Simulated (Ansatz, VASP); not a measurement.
Two plane-wave programs on HfSi4

```
Hf Si
1.0
     5.76700    0.00000    0.00000
     0.00000    5.76700    0.00000
     0.00000    0.00000    4.32594
Hf Si
1 4
Cartesian
  2.8835 2.8835 2.1630
  4.5727 2.8835 0.0000
  1.1943 2.8835 0.0000
  2.8835 4.5727 0.0000
  2.8835 1.1943 0.0000
```

Alike in both runs: task relaxation of cell and atoms; functional PBE; k mesh 8 × 8 × 10; occupations gaussian, width 0.1 eV; no spin polarisation.

```csv
,VASP,Ansatz
version,VASP 6.6.1,Ansatz 0.2.0
potentials or method,"VASP PAW PBE potentials, release 64 (Hf_pv, Si), cutoff 600 eV","scalar-relativistic, plane waves, PAW"
valence electrons in the cell,26,42
```

```csv
,VASP,Ansatz,Ansatz less VASP
"gap on the k mesh at the Fermi level, each at its own relaxed structure (eV)",none,none,-
relaxed volume (Å³/atom),29.01,29.02,+0.011
relaxed length of the cell vector where the two differ most in proportion (Å),4.302,4.299,-0.0026
```

A gap of «none» marks a metal or a gap that the smearing closes. VASP's potentials hold 26 valence electrons a cell and Ansatz's 42, so a difference there can come from the potentials and not from the codes.

Neither program's run includes spin-orbit coupling.
